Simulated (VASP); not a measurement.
# BaTiO3 (Amm2) in VASP: a series of runs

BaTiO3 is run at these levels: PBE+U; tasks: single point.

Program: VASP 6.6.1. These are calculated values, not measurements. Logs are shortened: lines on timing, memory, paths and dates and some standing lists are left out, and cuts for length are marked.

## (1) The cell of the first run

Symmetry: Amm2, No. 38, orthorhombic system. Conventional cell: a = 3.908 Å, b = 5.603 Å, c = 6.060 Å, α = 90.00°, β = 90.00°, γ = 90.00°. Within 3.7 Å of Ba (site symmetry mm2) lie 12 O at 2.80 to 3.13 Å and 8 Ti at 3.42 to 3.67 Å. Ti (site symmetry mm2) has 6 O at 1.91 to 2.23 Å within 2.5 Å. Within 2.6 Å of O (site symmetry mm2) lie 2 Ti at 1.96 Å. Within 2.5 Å of O (site symmetry m) lie 2 Ti at 1.91 to 2.23 Å.

## (2) Single point, PBE+U (strain -0.025 along x and y, +0.050 along z)

INCAR

```
SYSTEM = BaTiO3
ALGO = Normal
EDIFF = 1E-7
ENCUT = 520
GGA = PE
ISIF = 2
ISMEAR = 0
LASPH = .True.
LCHARG = .True.
LDAU = .True.
LDAUJ = 0 0 0
LDAUL = -1 2 -1
LDAUPRINT = 1
LDAUTYPE = 2
LDAUU = 0 4 0
LELF = .True.
LMAXMIX = 4
LREAL = .False.
LVHAR = .True.
LWAVE = .False.
NBANDS = 28
NELM = 150
PREC = Accurate
SIGMA = 0.05
```

KPOINTS

```
k-points
0
Gamma
  6 6 6
  0 0 0
```

POSCAR

```
BaTiO3
1.0
    3.9080139276      0.0000000000      0.0000000000
    0.0000000000      2.8014494461      3.0302143625
    0.0000000000     -2.8014494461      3.0302143625
Ba Ti O
1 1 3
Direct
    0.0000000000      0.0080771898      0.0080771898
    0.5000000000      0.5197092923      0.5197092923
    0.0000000000      0.4916268263      0.4916268263
    0.5000000000      0.4938075436      0.9829991481
    0.5000000000      0.9829991481      0.4938075436
```

Potentials or basis: VASP PAW PBE potentials, release 64 (Ba_sv, Ti_sv, O).

Run with:

```
> cat potpaw_PBE.64/Ba_sv/POTCAR potpaw_PBE.64/Ti_sv/POTCAR potpaw_PBE.64/O/POTCAR > POTCAR
> mpirun -np 1 vasp_std > vasp.out
```

OUTCAR:

```text
SYSTEM = BaTiO3
   EDIFF = 1E-7
   ENCUT = 520
   GGA = PE
   ISIF = 2
   ISMEAR = 0
   LASPH = .True.
   LREAL = .False.
   NELM = 150
   PREC = Accurate

 ion  position               nearest neighbor table
   1  0.000  0.008  0.008-   4 2.80   5 2.80   4 2.80   5 2.80   3 2.80   3 2.80   5 2.89   4 2.89
                             5 2.89   4 2.89   3 2.93   3 3.13   2 3.42   2 3.42   2 3.42   2 3.42
   2  0.500  0.520  0.520-   4 1.91   5 1.91   3 1.96   3 1.96   5 2.23   4 2.23   1 3.42   1 3.42
                             1 3.42   1 3.42   1 3.55   1 3.55   1 3.67   1 3.67
   3  0.000  0.492  0.492-   2 1.96   2 1.96   1 2.80   1 2.80   1 2.93   1 3.13
   4  0.500  0.494  0.983-   2 1.91   2 2.23   1 2.80   1 2.80   1 2.89   1 2.89
   5  0.500  0.983  0.494-   2 1.91   2 2.23   1 2.80   1 2.80   1 2.89   1 2.89

  LATTYP: Found a base centered orthorhombic cell.
 ALAT       =     5.6028988922
 B/A-ratio  =     1.0816594841
 C/A-ratio  =     0.6974985633

  Lattice vectors:

 A1 = (   0.0000000000,   2.8014494461,  -3.0302143625)
 A2 = (   0.0000000000,   2.8014494461,   3.0302143625)
 A3 = (   3.9080139276,   0.0000000000,   0.0000000000)

Analysis of symmetry for initial positions (statically):
=====================================================================
 Subroutine PRICEL returns:
 Original cell was already a primitive cell.

 Routine SETGRP: Setting up the symmetry group for a
 base centered orthorhombic supercell.

 Subroutine GETGRP returns: Found  4 space group operations
 (whereof  4 operations were pure point group operations)
 out of a pool of  8 trial point group operations.

The static configuration has the point symmetry C_2v.

Analysis of symmetry for dynamics (positions and initial velocities):
=====================================================================
 Subroutine PRICEL returns:
 Original cell was already a primitive cell.

 Routine SETGRP: Setting up the symmetry group for a
 base centered orthorhombic supercell.

 Subroutine GETGRP returns: Found  4 space group operations
 (whereof  4 operations were pure point group operations)
 out of a pool of  8 trial point group operations.

The dynamic configuration has the point symmetry C_2v.

 Subroutine INISYM returns: Found  4 space group operations
 (whereof  4 operations are pure point group operations),
 and found     1 'primitive' translations

----------------------------------------------------------------------------------------

                                     Primitive cell

  volume of cell :      66.3502

  direct lattice vectors                    reciprocal lattice vectors
     3.908013928  0.000000000  0.000000000     0.255884451  0.000000000  0.000000000
     0.000000000  2.801449446  3.030214363     0.000000000  0.178479037  0.165004828
     0.000000000 -2.801449446  3.030214363     0.000000000 -0.178479037  0.165004828

  length of vectors
     3.908013928  4.126780595  4.126780595     0.255884451  0.243066575  0.243066575

  position of ions in fractional coordinates (direct lattice)
     0.000000000  0.008077190  0.008077190
     0.500000000  0.519709292  0.519709292
     0.000000000  0.491626826  0.491626826
     0.500000000  0.493807544  0.982999148
     0.500000000  0.982999148  0.493807544

  ion indices of the primitive-cell ions
   primitive index   ion index
                 1           1
                 2           2
                 3           3
                 4           4
                 5           5

----------------------------------------------------------------------------------------
[... 59 lines left out ...]
   NGXF,Y,Z  is equivalent  to a cutoff of  25.52, 25.78, 25.78 a.u.
 SYSTEM =  BaTiO3
   PREC   = accura    normal or accurate (medium, high low for compatibility)
   ISTART =      0    job   : 0-new  1-cont  2-samecut
   ICHARG =      2    charge: 1-file 2-atom 10-const
   ISPIN  =      1    spin polarized calculation?
   LNONCOLLINEAR =      F non collinear calculations
   LSORBIT =      F    spin-orbit coupling
   LASPH  =      T    aspherical Exc in radial PAW
   ENCUT  =  520.0 eV  38.22 Ry    6.18 a.u.   7.27  7.67  7.67*2*pi/ulx,y,z
   NELM   =    150;   NELMIN=  2; NELMDL= -5     # of ELM steps
   EDIFF  = 0.1E-06   stopping-criterion for ELM
   LREAL  =      F    real-space projection
   EDIFFG = 0.1E-05   stopping-criterion for IOM
   NSW    =      0    number of steps for IOM
   IBRION =     -1    ionic relax: 0-MD 1-quasi-New 2-CG
   NFREE  =      0    steps in history (QN), initial steepest desc. (CG)
   ISIF   =      2    stress and relaxation
   ISYM   =      2    0-nonsym 1-usesym 2-fastsym
   POTIM  = 0.5000    time-step for ionic-motion
   TEBEG  =    0.0;   TEEND  =   0.0 temperature during run
   PSTRESS=    0.0 pullay stress
   NELECT =      40.0000    total number of electrons
   NUPDOWN=      -1.0000    fix difference up-down
   EMIN   =  10.00;   EMAX   =-10.00  energy-range for DOS
   EFERMI =   0.00;   METHOD = LEGACY
   ISMEAR =     0;   SIGMA  =   0.05  broadening in eV -4-tet -1-fermi 0-gaus
   EFERMI_NEDOS =   21; number of points for ismear=-14 and -15
   IALGO  =     38    algorithm
   IMIX   =      4    mixing-type and parameters
     AMIX     =   0.40;   BMIX     =  1.00
     AMIX_MAG =   1.60;   BMIX_MAG =  1.00
  volume/ion in A,a.u.               =      13.27        89.55
  Fermi-wavevector in a.u.,A,eV,Ry     =   1.382974  2.613442 26.022743  1.912618
  Thomas-Fermi vector in A             =   2.507615
   LORBIT       =      0    0 simple, 1 ext, 2 COOP (PROOUT), +10 PAW based schemes
 LDA+U is selected, type is set to LDAUTYPE =  2
   angular momentum for each species LDAUL =    -1    2   -1
   U (eV)           for each species LDAUU =   0.0  4.0  0.0
   J (eV)           for each species LDAUJ =   0.0  0.0  0.0
   GGA     = PE    functional components
   LHFCALC =     F    Hartree Fock is set to
   AEXX    =    0.0000 exact exchange contribution
   IVDW    =     0    specifies the selected vdW correction
   LEPSILON=     F    determine dielectric tensor
   LRPA    =     F    only Hartree local field effects (RPA)
 non-spin polarized calculation
 Gauss-broadening in eV      SIGMA  =   0.05
  energy-cutoff  :      520.00
  volume of cell :       66.35
 maximum number of plane-waves:      1815
 NGX is ok and might be reduce to    30
   NGX = 15   NGY = 15   NGZ = 15

atom =   2  type =  2  l = 2

 onsite density matrix

spin component  1

  0.1119  0.0000  0.0000  0.0000  0.0000
  0.0000  0.2359  0.0000  0.0000  0.0000
  0.0000  0.0000  0.1390  0.0000 -0.0592
  0.0000  0.0000  0.0000  0.1106  0.0000
  0.0000  0.0000 -0.0592  0.0000  0.2132

spin component  2

  0.1119  0.0000  0.0000  0.0000  0.0000
  0.0000  0.2359  0.0000  0.0000  0.0000
  0.0000  0.0000  0.1390  0.0000 -0.0592
  0.0000  0.0000  0.0000  0.1106  0.0000
  0.0000  0.0000 -0.0592  0.0000  0.2132

 occupancies and eigenvectors

  o =  0.1063  v =  0.0000  0.0000 -0.8749  0.0000 -0.4843  0.0000  0.0000  0.0000  0.0000  0.0000      0.0000  0.0000  0.0000  0.0000  0.0000  0.0000  0.0000  0.0000  0.0000  0.0000
  o =  0.1063  v =  0.0000  0.0000  0.0000  0.0000  0.0000  0.0000  0.0000 -0.8749  0.0000 -0.4843      0.0000  0.0000  0.0000  0.0000  0.0000  0.0000  0.0000  0.0000  0.0000  0.0000
  o =  0.1106  v =  0.0000  0.0000  0.0000  1.0000  0.0000  0.0000  0.0000  0.0000  0.0000  0.0000      0.0000  0.0000  0.0000  0.0000  0.0000  0.0000  0.0000  0.0000  0.0000  0.0000
  o =  0.1106  v =  0.0000  0.0000  0.0000  0.0000  0.0000  0.0000  0.0000  0.0000  1.0000  0.0000      0.0000  0.0000  0.0000  0.0000  0.0000  0.0000  0.0000  0.0000  0.0000  0.0000
  o =  0.1119  v =  0.0000  0.0000  0.0000  0.0000  0.0000  1.0000  0.0000  0.0000  0.0000  0.0000      0.0000  0.0000  0.0000  0.0000  0.0000  0.0000  0.0000  0.0000  0.0000  0.0000
  o =  0.1119  v =  1.0000  0.0000  0.0000  0.0000  0.0000  0.0000  0.0000  0.0000  0.0000  0.0000      0.0000  0.0000  0.0000  0.0000  0.0000  0.0000  0.0000  0.0000  0.0000  0.0000
  o =  0.2359  v =  0.0000  0.0000  0.0000  0.0000  0.0000  0.0000  1.0000  0.0000  0.0000  0.0000      0.0000  0.0000  0.0000  0.0000  0.0000  0.0000  0.0000  0.0000  0.0000  0.0000
  o =  0.2359  v =  0.0000  1.0000  0.0000  0.0000  0.0000  0.0000  0.0000  0.0000  0.0000  0.0000      0.0000  0.0000  0.0000  0.0000  0.0000  0.0000  0.0000  0.0000  0.0000  0.0000
  o =  0.2460  v =  0.0000  0.0000  0.0000  0.0000  0.0000  0.0000  0.0000 -0.4843  0.0000  0.8749      0.0000  0.0000  0.0000  0.0000  0.0000  0.0000  0.0000  0.0000  0.0000  0.0000
  o =  0.2460  v =  0.0000  0.0000 -0.4843  0.0000  0.8749  0.0000  0.0000  0.0000  0.0000  0.0000      0.0000  0.0000  0.0000  0.0000  0.0000  0.0000  0.0000  0.0000  0.0000  0.0000

 number of electron      40.0000000 magnetization

 Free energy of the ion-electron system (eV)
  ---------------------------------------------------
  ext. energy  EPLUGINS =         0.00000000
  ---------------------------------------------------
  free energy    TOTEN  =       -37.14294231 eV

  energy without entropy =      -37.14294231  energy(sigma->0) =      -37.14294231

 E-fermi :   3.9961     XC(G=0): -11.0689

 val. band max:        3.7764143320   @ k =   0.5000   0.5000   0.5000
 cond. band min:       6.0884567815   @ k =   0.0000   0.0000   0.0000
 fundamental gap:      2.3120424495
 Fermi energy:         3.9960766364

 k-point     1 :       0.0000    0.0000    0.0000
  band No.  band energies     occupation
      1     -53.9078      2.00000
      2     -30.1276      2.00000
      3     -30.0695      2.00000
      4     -30.0659      2.00000
      5     -21.2367      2.00000
      6     -13.2004      2.00000
[... 733 lines left out ...]
     27      11.8404      0.00000
     28      12.0109      0.00000

 [... further k-points ...]

------------------------ aborting loop because EDIFF is reached ----------------------------------------

  FORCE on cell =-STRESS in cart. coord.  units (eV):
  Direction    XX          YY          ZZ          XY          YZ          ZX
  --------------------------------------------------------------------------------------
  -------------------------------------------------------------------------------------
  Total        3.7989925      4.3883684     -2.4288328      0.0000000      0.0000000      0.0000000
  in kB       91.7353610    105.9671913    -58.6497220      0.0000000      0.0000000      0.0000000
  external PRESSURE =      46.3509434 kB  Pullay stress =       0.0000000 kB

 VOLUME and BASIS-vectors are now :
 -----------------------------------------------------------------------------
  energy-cutoff  :      520.00
  volume of cell :       66.35
      direct lattice vectors                 reciprocal lattice vectors
     3.908013928  0.000000000  0.000000000     0.255884451  0.000000000  0.000000000
     0.000000000  2.801449446  3.030214363     0.000000000  0.178479037  0.165004828
     0.000000000 -2.801449446  3.030214363     0.000000000 -0.178479037  0.165004828

 POSITION                                       TOTAL-FORCE (eV/Angst)
 -----------------------------------------------------------------------------------
      0.00000      0.00000      0.04895         0.000000     -0.000000     -0.009078
      1.95401      0.00000      3.14966         0.000000     -0.000000     -0.064021
      0.00000      0.00000      2.97947         0.000000     -0.000000     -0.174836
      1.95401     -1.37045      4.47504         0.000000     -0.219562      0.123967
      1.95401      1.37045      4.47504         0.000000      0.219562      0.123967
 -----------------------------------------------------------------------------------
    total drift:                                0.000000     -0.000000     -0.000068

  FREE ENERGIE OF THE ION-ELECTRON SYSTEM (eV)
  ---------------------------------------------------
  free  energy   TOTEN  =       -37.1429423092 eV

  energy  without entropy=      -37.1429423092  energy(sigma->0) =      -37.14294231
```

It took 49 s on 1 thread of Intel Xeon 6975P-C (Granite Rapids), shared host; peak memory 0.24 GiB.

Results:

- Free energy: -37.1429 eV
- Pressure: 4.6 GPa
- Largest force: 0.252 eV/Å
- Band gap on the k mesh: 2.31 eV (least direct gap 2.64 eV)

Forces in eV/Å, atoms in the order of the input:
```
Ba   0.000  0.000 -0.009
Ti   0.000  0.000 -0.064
O    0.000  0.000 -0.175
O    0.000 -0.220  0.124
O    0.000  0.220  0.124
```

Eigenvalues of the final occupation matrices:
| site | spin | trace | eigenvalues |
| --- | --- | --- | --- |
| site 2 d | 1 | 0.81 | 0.11 0.11 0.11 0.24 0.25 |
| site 2 d | 2 | 0.81 | 0.11 0.11 0.11 0.24 0.25 |

Caveat: the cell differs from its parent crystal (strain -0.025 along x and y, +0.050 along z); the cell stands under pressure; spin-orbit coupling is left out, which moves the levels of the heavy elements. A k mesh can miss the band edges.

## (3) Single point, PBE+U (strain +0.025 along x and y, -0.050 along z)

INCAR

```
PREC = Accurate
ENCUT = 520
EDIFF = 1E-7
ISMEAR = 0
SIGMA = 0.05
LREAL = F
LASPH = T
NELM = 150
ALGO = Normal
ISIF = 2
LWAVE = F
LCHARG = F
LMAXMIX = 4
LDAU = T
LDAUTYPE = 2
LDAUL = -1 2 -1
LDAUU = 0 4 0
LDAUJ = 0 0 0
LDAUPRINT = 1
GGA = PE
NBANDS = 28
```

KPOINTS

```
regular mesh
0
Gamma
  6 6 6
```

POSCAR, as its differences from that of step 2:

```diff
@@ -2,5 +2,5 @@
 1.0
-    3.9080139276      0.0000000000      0.0000000000
-    0.0000000000      2.8014494461      3.0302143625
-    0.0000000000     -2.8014494461      3.0302143625
+    4.1084248982      0.0000000000      0.0000000000
+    0.0000000000      2.9451135203      2.7416225185
+    0.0000000000     -2.9451135203      2.7416225185
 Ba Ti O
```

Potentials or basis: VASP PAW PBE potentials, release 64 (Ba_sv, Ti_sv, O).

Run with:

```
> cat potpaw_PBE.64/Ba_sv/POTCAR potpaw_PBE.64/Ti_sv/POTCAR potpaw_PBE.64/O/POTCAR > POTCAR
> mpirun -np 1 vasp_std > vasp.out
```

Wall time 39 s (1 thread of Intel Xeon 6975P-C (Granite Rapids), shared host); peak memory 0.23 GiB.

The run converged. Its results:

```
Free energy            : -37.1381 eV
Pressure               : 4.0 GPa
Largest force          : 0.932 eV/Å
Band gap on the k mesh : 2.35 eV (least direct gap 2.63 eV)
```

Forces on the atoms (eV/Å):
```
Ba   0.000  0.000 -0.149
Ti   0.000  0.000 -0.932
O    0.000  0.000  0.221
O    0.000 -0.371  0.430
O    0.000  0.371  0.430
```

Stress tensor (GPa, compression positive):
```
-0.79  0.00  0.00
 0.00 -1.95  0.00
 0.00  0.00 14.81
```

Levels at points of the mesh, in eV from the valence-band top:
```tsv
k point	band 17	band 18	band 19	band 20	band 21	band 22	band 23	band 24
(0.00, 0.00, 0.00)	-1.06	-0.52	-0.49	-0.28	2.35	2.55	2.63	3.96
(0.50, 0.00, 0.00)	-1.57	-1.33	-1.21	-0.80	2.82	3.64	3.88	4.11
(0.00, 0.50, 0.00)	-1.87	-1.72	-0.94	-0.86	2.63	3.87	3.99	4.09
(0.50, 0.50, 0.00)	-1.89	-1.06	-1.04	-0.15	3.77	3.93	4.30	4.65
(0.00, 0.50, 0.50)	-1.83	-0.85	-0.63	-0.08	3.91	4.10	4.33	4.57
(0.50, 0.50, 0.50)	-2.06	-0.08	-0.02	0.00	4.34	4.52	4.62	6.07
```

Eigenvalues of the final occupation matrices:
```tsv
site	spin	trace	eigenvalues
site 2 d	1	0.81	0.10 0.11 0.12 0.23 0.25
site 2 d	2	0.81	0.10 0.11 0.12 0.23 0.25
```

Caveat: the cell differs from its parent crystal (strain +0.025 along x and y, -0.050 along z); the cell stands under pressure; spin-orbit coupling is left out, which moves the levels of the heavy elements. A k mesh can miss the band edges.
